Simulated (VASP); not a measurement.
# SrNb (Fm-3m) in VASP: notebook

SrNb is run at these levels: PBE; tasks: single point, relaxation of cell and atoms.

All numbers are computed with VASP 6.6.1; they aren't measurements. Logs are shortened: lines on timing, memory, paths and dates and some standing lists are left out, and cuts for length are marked.

## (1) The cell of the first run

The structure is cubic, space group Fm-3m (No. 225). Conventional cell: a = 6.280 Å, b = 6.280 Å, c = 6.280 Å, α = 90.00°, β = 90.00°, γ = 90.00°. Sr (site symmetry m-3m) has 6 Nb at 3.14 Å within 4.1 Å. Within 4.1 Å of Nb (site symmetry m-3m) lie 6 Sr at 3.14 Å.

## (2) Single point, PBE

INCAR reads:

```
SYSTEM = SrNb
  ALGO = Normal
  EDIFF = 1E-6
  ENCUT = 500
  GGA = PE
  GGA_COMPAT = .FALSE.
  ISIF = 2
  ISMEAR = 0
  LASPH = .TRUE.
  LCHARG = .TRUE.
  LELF = .TRUE.
  LREAL = .FALSE.
  LVHAR = .TRUE.
  LWAVE = .FALSE.
  NBANDS = 18
  NELM = 120
  PREC = Accurate
  SIGMA = 0.2
```

KPOINTS reads:

```
k-points
0
G
  6 6 6
  0 0 0
```

POSCAR reads:

```
SrNb
1.0
    0.0000000000      3.1397894141      3.1397894141
    3.1397894141      0.0000000000      3.1397894141
    3.1397894141      3.1397894141      0.0000000000
Sr Nb
1 1
Direct
    0.5000000000      0.5000000000      0.5000000000
    0.0000000000      0.0000000000      0.0000000000
```

Potentials or basis: VASP PAW PBE potentials, release 64 (Sr_sv, Nb_sv).

The run is started by

```bash
$ cat potpaw_PBE.64/Sr_sv/POTCAR potpaw_PBE.64/Nb_sv/POTCAR > POTCAR
$ mpirun -np 1 vasp_std > vasp.out
```

OUTCAR:

```text
SYSTEM = SrNb
   EDIFF = 1E-6
   ENCUT = 500
   GGA = PE
   ISIF = 2
   ISMEAR = 0
   LASPH = .TRUE.
   LREAL = .FALSE.
   NELM = 120
   PREC = Accurate

 ion  position               nearest neighbor table
   1  0.500  0.500  0.500-   2 3.14   2 3.14   2 3.14   2 3.14   2 3.14   2 3.14
   2  0.000  0.000  0.000-   1 3.14   1 3.14   1 3.14   1 3.14   1 3.14   1 3.14

  LATTYP: Found a face centered cubic cell.
 ALAT       =     6.2795788282

  Lattice vectors:

 A1 = (   0.0000000000,   3.1397894141,   3.1397894141)
 A2 = (   3.1397894141,   0.0000000000,   3.1397894141)
 A3 = (   3.1397894141,   3.1397894141,   0.0000000000)

Analysis of symmetry for initial positions (statically):
=====================================================================
 Subroutine PRICEL returns:
 Original cell was already a primitive cell.

 Routine SETGRP: Setting up the symmetry group for a
 face centered cubic supercell.

 Subroutine GETGRP returns: Found 48 space group operations
 (whereof 48 operations were pure point group operations)
 out of a pool of 48 trial point group operations.

The static configuration has the point symmetry O_h .

Analysis of symmetry for dynamics (positions and initial velocities):
=====================================================================
 Subroutine PRICEL returns:
 Original cell was already a primitive cell.

 Routine SETGRP: Setting up the symmetry group for a
 face centered cubic supercell.

 Subroutine GETGRP returns: Found 48 space group operations
 (whereof 48 operations were pure point group operations)
 out of a pool of 48 trial point group operations.

The dynamic configuration has the point symmetry O_h .

 Subroutine INISYM returns: Found 48 space group operations
 (whereof 48 operations are pure point group operations),
 and found     1 'primitive' translations

----------------------------------------------------------------------------------------

                                     Primitive cell

  volume of cell :      61.9058

  direct lattice vectors                    reciprocal lattice vectors
     0.000000000  3.139789414  3.139789414    -0.159246349  0.159246349  0.159246349
     3.139789414  0.000000000  3.139789414     0.159246349 -0.159246349  0.159246349
     3.139789414  3.139789414  0.000000000     0.159246349  0.159246349 -0.159246349

  length of vectors
     4.440332772  4.440332772  4.440332772     0.275822767  0.275822767  0.275822767

  position of ions in fractional coordinates (direct lattice)
     0.500000000  0.500000000  0.500000000
     0.000000000  0.000000000  0.000000000

  ion indices of the primitive-cell ions
   primitive index   ion index
                 1           1
                 2           2

----------------------------------------------------------------------------------------

 KPOINTS: k-points

Automatic generation of k-mesh.
 Grid dimensions read from file:
 generate k-points for:    6    6    6

 Generating k-lattice:

  Cartesian coordinates                     Fractional coordinates (reciprocal lattice)
    -0.026541058  0.026541058  0.026541058     0.166666667  0.000000000  0.000000000
     0.026541058 -0.026541058  0.026541058     0.000000000  0.166666667  0.000000000
     0.026541058  0.026541058 -0.026541058     0.000000000  0.000000000  0.166666667

  Length of vectors
     0.045970461  0.045970461  0.045970461

  Shift w.r.t. Gamma in fractional coordinates (k-lattice)
     0.000000000  0.000000000  0.000000000

 Subroutine IBZKPT returns following result:
 ===========================================

 Found     16 irreducible k-points:

 Following reciprocal coordinates:
            Coordinates               Weight
  0.000000  0.000000  0.000000      1.000000
  0.166667  0.000000  0.000000      8.000000
  0.333333  0.000000  0.000000      8.000000
  0.500000  0.000000  0.000000      4.000000
  0.166667  0.166667  0.000000      6.000000
  0.333333  0.166667  0.000000     24.000000
[... 8 lines left out ...]
 -0.333333  0.333333  0.166667     24.000000
 -0.333333  0.500000  0.166667     12.000000
   k-points           NKPTS =     16   k-points in BZ     NKDIM =     16   number of bands    NBANDS=     18
   number of dos      NEDOS =    301   number of ions     NIONS =      2
   total plane-waves  NPLWV =  32768
   dimension x,y,z NGX =    32 NGY =   32 NGZ =   32
   dimension x,y,z NGXF=    64 NGYF=   64 NGZF=   64
   ions per type =               1   1
   NGX,Y,Z   is equivalent  to a cutoff of  11.98, 11.98, 11.98 a.u.
   NGXF,Y,Z  is equivalent  to a cutoff of  23.96, 23.96, 23.96 a.u.
 SYSTEM =  SrNb
   PREC   = accura    normal or accurate (medium, high low for compatibility)
   ISTART =      0    job   : 0-new  1-cont  2-samecut
   ICHARG =      2    charge: 1-file 2-atom 10-const
   ISPIN  =      1    spin polarized calculation?
   LNONCOLLINEAR =      F non collinear calculations
   LSORBIT =      F    spin-orbit coupling
   LASPH  =      T    aspherical Exc in radial PAW
   ENCUT  =  500.0 eV  36.75 Ry    6.06 a.u.   8.10  8.10  8.10*2*pi/ulx,y,z
   NELM   =    120;   NELMIN=  2; NELMDL= -5     # of ELM steps
   EDIFF  = 0.1E-05   stopping-criterion for ELM
   LREAL  =      F    real-space projection
[... 7 lines left out ...]
   TEBEG  =    0.0;   TEEND  =   0.0 temperature during run
   PSTRESS=    0.0 pullay stress
   NELECT =      23.0000    total number of electrons
   NUPDOWN=      -1.0000    fix difference up-down
   EMIN   =  10.00;   EMAX   =-10.00  energy-range for DOS
   EFERMI =   0.00;   METHOD = LEGACY
   ISMEAR =     0;   SIGMA  =   0.20  broadening in eV -4-tet -1-fermi 0-gaus
   EFERMI_NEDOS =   21; number of points for ismear=-14 and -15
   IALGO  =     38    algorithm
   IMIX   =      4    mixing-type and parameters
     AMIX     =   0.40;   BMIX     =  1.00
     AMIX_MAG =   1.60;   BMIX_MAG =  1.00
  volume/ion in A,a.u.               =      30.95       208.88
  Fermi-wavevector in a.u.,A,eV,Ry     =   1.176902  2.224022 18.845403  1.385098
  Thomas-Fermi vector in A             =   2.313258
   LORBIT       =      0    0 simple, 1 ext, 2 COOP (PROOUT), +10 PAW based schemes
   GGA     = PE    functional components
   LHFCALC =     F    Hartree Fock is set to
   AEXX    =    0.0000 exact exchange contribution
   IVDW    =     0    specifies the selected vdW correction
   LEPSILON=     F    determine dielectric tensor
   LRPA    =     F    only Hartree local field effects (RPA)
 non-spin polarized calculation
 Gauss-broadening in eV      SIGMA  =   0.20
  energy-cutoff  :      500.00
  volume of cell :       61.91
 maximum number of plane-waves:      1591
   NGX = 17   NGY = 17   NGZ = 17

 number of electron      22.9999999 magnetization

 Free energy of the ion-electron system (eV)
  ---------------------------------------------------
  ext. energy  EPLUGINS =         0.00000000
  ---------------------------------------------------
  free energy    TOTEN  =        -7.50647694 eV

  energy without entropy =       -7.37810460  energy(sigma->0) =       -7.44229077

 E-fermi :   4.2596     XC(G=0):  -9.5243

 val. band max:        4.2458459567   @ k =   0.5000   0.1667   0.0000
 cond. band min:       4.2637382706   @ k =   0.5000   0.3333   0.0000
 fundamental gap:      0.0178923139
 Fermi energy:         4.2595520707

 k-point     1 :       0.0000    0.0000    0.0000
  band No.  band energies     occupation
      1     -50.7397      2.00000
      2     -30.2302      2.00000
      3     -26.8265      2.00000
      4     -26.8265      2.00000
      5     -26.8265      2.00000
      6     -12.2999      2.00000
[... 10 lines left out ...]
     17      10.2928      0.00000
     18      10.7770      0.00000

 k-point     2 :       0.1667    0.0000    0.0000
  band No.  band energies     occupation
      1     -50.7395      2.00000
      2     -30.2311      2.00000
      3     -26.8269      2.00000
      4     -26.8269      2.00000
      5     -26.8252      2.00000
      6     -12.3519      2.00000
[... 10 lines left out ...]
     17       9.6544      0.00000
     18      10.7740      0.00000

 k-point     3 :       0.3333    0.0000    0.0000
  band No.  band energies     occupation
      1     -50.7391      2.00000
      2     -30.2328      2.00000
      3     -26.8277      2.00000
      4     -26.8277      2.00000
      5     -26.8227      2.00000
      6     -12.4530      2.00000
[... 10 lines left out ...]
     17       7.9179      0.00000
     18      10.0549      0.00000

 k-point     4 :       0.5000    0.0000    0.0000
  band No.  band energies     occupation
      1     -50.7389      2.00000
      2     -30.2337      2.00000
      3     -26.8281      2.00000
      4     -26.8281      2.00000
      5     -26.8215      2.00000
      6     -12.5020      2.00000
[... 10 lines left out ...]
     17       6.8202      0.00000
     18       9.7241      0.00000

 k-point     5 :       0.1667    0.1667    0.0000
  band No.  band energies     occupation
      1     -50.7394      2.00000
      2     -30.2304      2.00000
      3     -26.8284      2.00000
      4     -26.8284      2.00000
      5     -26.8243      2.00000
      6     -12.3692      2.00000
[... 10 lines left out ...]
     17       9.3544      0.00000
     18       9.8641      0.00000

 k-point     6 :       0.3333    0.1667    0.0000
  band No.  band energies     occupation
      1     -50.7391      2.00000
      2     -30.2298      2.00000
      3     -26.8298      2.00000
      4     -26.8295      2.00000
      5     -26.8256      2.00000
      6     -12.4301      2.00000
[... 139 lines left out ...]
 k-point    13 :       0.5000    0.5000    0.0000
  band No.  band energies     occupation
      1     -50.7387      2.00000
      2     -30.2187      2.00000
      3     -26.8446      2.00000
      4     -26.8342      2.00000
      5     -26.8342      2.00000
      6     -12.4424      2.00000
[... 10 lines left out ...]
     17       8.9421      0.00000
     18       9.7747      0.00000

 k-point    14 :       0.5000    0.3333    0.1667
  band No.  band energies     occupation
      1     -50.7389      2.00000
      2     -30.2269      2.00000
      3     -26.8347      2.00000
      4     -26.8324      2.00000
      5     -26.8262      2.00000
      6     -12.4469      2.00000
[... 10 lines left out ...]
     17       7.8807      0.00000
     18       9.8311      0.00000

 k-point    15 :      -0.3333    0.3333    0.1667
  band No.  band energies     occupation
      1     -50.7387      2.00000
      2     -30.2255      2.00000
      3     -26.8366      2.00000
      4     -26.8357      2.00000
      5     -26.8252      2.00000
      6     -12.4410      2.00000
[... 10 lines left out ...]
     17       7.2994      0.00000
     18       9.8598      0.00000

 k-point    16 :      -0.3333    0.5000    0.1667
  band No.  band energies     occupation
      1     -50.7387      2.00000
      2     -30.2217      2.00000
      3     -26.8420      2.00000
      4     -26.8368      2.00000
      5     -26.8275      2.00000
      6     -12.4217      2.00000
[... 10 lines left out ...]
     17       7.8492      0.00000
     18      10.2877      0.00000

------------------------ aborting loop because EDIFF is reached ----------------------------------------

  FORCE on cell =-STRESS in cart. coord.  units (eV):
  Direction    XX          YY          ZZ          XY          YZ          ZX
  --------------------------------------------------------------------------------------
  -------------------------------------------------------------------------------------
  Total        0.2018315      0.2018315      0.2018315      0.0000000     -0.0000000      0.0000000
  in kB        5.2235775      5.2235775      5.2235775      0.0000000     -0.0000000      0.0000000
  external PRESSURE =       5.2235775 kB  Pullay stress =       0.0000000 kB

 VOLUME and BASIS-vectors are now :
 -----------------------------------------------------------------------------
  energy-cutoff  :      500.00
  volume of cell :       61.91
      direct lattice vectors                 reciprocal lattice vectors
     0.000000000  3.139789414  3.139789414    -0.159246349  0.159246349  0.159246349
     3.139789414  0.000000000  3.139789414     0.159246349 -0.159246349  0.159246349
     3.139789414  3.139789414  0.000000000     0.159246349  0.159246349 -0.159246349

 POSITION                                       TOTAL-FORCE (eV/Angst)
 -----------------------------------------------------------------------------------
      3.13979      3.13979      3.13979        -0.000000     -0.000000      0.000000
      0.00000      0.00000      0.00000         0.000000      0.000000     -0.000000
 -----------------------------------------------------------------------------------
    total drift:                                0.000000     -0.000000     -0.000000

  FREE ENERGIE OF THE ION-ELECTRON SYSTEM (eV)
  ---------------------------------------------------
  free  energy   TOTEN  =        -7.5064769360 eV

  energy  without entropy=       -7.3781046048  energy(sigma->0) =       -7.44229077
```

Run time: 26 s. Hardware: 1 thread of Intel Xeon 8259CL, shared host; peak memory 0.18 GiB.

Results:

```
Free energy : -7.5065 eV
Pressure    : 0.5 GPa
```

Levels at points of the mesh, in eV from the Fermi level:
| k point | band 8 | band 9 | band 10 | band 11 | band 12 | band 13 | band 14 | band 15 |
| --- | --- | --- | --- | --- | --- | --- | --- | --- |
| (0.00, 0.00, 0.00) | -16.56 | -3.99 | -0.81 | -0.81 | -0.78 | -0.78 | -0.78 | 6.03 |
| (0.50, 0.00, 0.00) | -16.62 | -1.32 | -0.87 | 0.18 | 0.18 | 0.89 | 0.89 | 1.60 |
| (0.50, 0.50, 0.00) | -16.61 | -1.87 | -1.36 | -0.24 | 0.11 | 0.90 | 1.06 | 1.06 |

## (3) Single point, PBE

This run uses another cell than the first one, of 31.03 Å³/atom, 1.002 times its volume.

INCAR reads:

```
PREC = Accurate
ENCUT = 500
EDIFF = 1E-6
ISMEAR = 0
SIGMA = 0.2
LREAL = False
LASPH = True
NELM = 120
ALGO = Normal
ISIF = 2
LWAVE = False
LCHARG = False
GGA = PE
NBANDS = 18
GGA_COMPAT = False
```

KPOINTS reads:

```
regular mesh
0
Gamma
  6 6 6
```

POSCAR reads:

```
SrNb
1.0
    0.0000000000      3.1423879002      3.1423879002
    3.1423879002      0.0000000000      3.1423879002
    3.1423879002      3.1423879002      0.0000000000
Sr Nb
1 1
Direct
    0.0000000000      0.0000000000      0.0000000000
    0.5000000000      0.5000000000      0.5000000000
```

Potentials or basis: VASP PAW PBE potentials, release 64 (Sr_sv, Nb_sv).

The run is started by

```bash
$ cat potpaw_PBE.64/Sr_sv/POTCAR potpaw_PBE.64/Nb_sv/POTCAR > POTCAR
$ mpirun -np 1 vasp_std > vasp.out
```

It took 28 s on 1 thread of Intel Xeon 8259CL, shared host; peak memory 0.18 GiB.

The run converged. Its results:

```yaml
Free_energy: -7.5070 eV
Pressure: 0.5 GPa
```

Levels at points of the mesh, in eV from the Fermi level:
```csv
k point,band 9,band 10,band 11,band 12,band 13,band 14
"(0.00, 0.00, 0.00)",-3.99,-0.81,-0.81,-0.78,-0.78,-0.78
"(0.50, 0.00, 0.00)",-1.32,-0.87,0.18,0.18,0.89,0.89
"(0.50, 0.50, 0.00)",-1.87,-1.36,-0.24,0.11,0.90,1.06
```

(Continued in part 2 of 2.)
